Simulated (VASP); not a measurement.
Set up this calculation in VASP 6.6.1, as the native input.

| Property | Result |
| --- | --- |
| Task | single point |
| Functional | r2SCAN |
| Potentials or basis | VASP PAW PBE potentials, release 64 (Ca_sv) |
| Cutoff | 520 eV |
| k mesh | 9 × 9 × 9 |
| Occupations | methfessel-paxton, width 0.1 eV |
| Spin | no spin polarisation |
| Dipole correction | no |
| Further INCAR settings | ALGO = Normal; EDIFF = 1e-07; NBANDS = 11 |

Crystal: Ca.

```
Ca
1.0
    -2.19945    2.19945    2.19945
     2.19945   -2.19945    2.19945
     2.19945    2.19945   -2.19945
Ca
1
Cartesian
  0.0000 0.0000 0.0000
```

This isn't the form of Ca at room conditions, which is fcc.

These files were run (other wordings do the same):

POSCAR

```
Ca
1.0
   -2.1994480746      2.1994480746      2.1994480746
    2.1994480746     -2.1994480746      2.1994480746
    2.1994480746      2.1994480746     -2.1994480746
Ca
1
Direct
    0.0000000000      0.0000000000      0.0000000000
```

INCAR.step1

```
SYSTEM = Ca
ALGO = Normal
EDIFF = 1E-4
ENCUT = 520
GGA = PE
ISMEAR = 1
LASPH = .TRUE.
LCHARG = .FALSE.
LREAL = .FALSE.
LWAVE = .TRUE.
NBANDS = 11
NELM = 60
PREC = Accurate
SIGMA = 0.1
```

INCAR.step2

```
SYSTEM = Ca
ALGO = Normal
EDIFF = 1E-7
ENCUT = 520
ISIF = 2
ISMEAR = 1
ISTART = 1
LASPH = .TRUE.
LCHARG = .FALSE.
LMIXTAU = .TRUE.
LREAL = .FALSE.
LWAVE = .FALSE.
METAGGA = R2SCAN
NBANDS = 11
NELM = 60
PREC = Accurate
SIGMA = 0.1
```

KPOINTS

```
k-points
0
G
  9 9 9
  0 0 0
```

Potentials or basis: VASP PAW PBE potentials, release 64 (Ca_sv).

Launch:

```console
$ cat potpaw_PBE.64/Ca_sv/POTCAR > POTCAR
$ cp INCAR.step1 INCAR
$ mpirun -np 1 vasp_std > vasp.out
$ cp INCAR.step2 INCAR
$ mpirun -np 1 vasp_std > vasp.out
```

Results of the run:

| Quantity | Value |
| --- | --- |
| Pressure | 0.4 GPa |
| Band gap on the k mesh | zero (bands 5 and 6 overlap by 0.29 eV) |

Caveat: the PAW data sets were made with another functional, which shifts forces and pressure a little.

Wall time 84 s on 1 thread of Intel(R) Xeon(R) Platinum 8488C (Sapphire Rapids), on a shared host, peak memory 0.17 GiB.
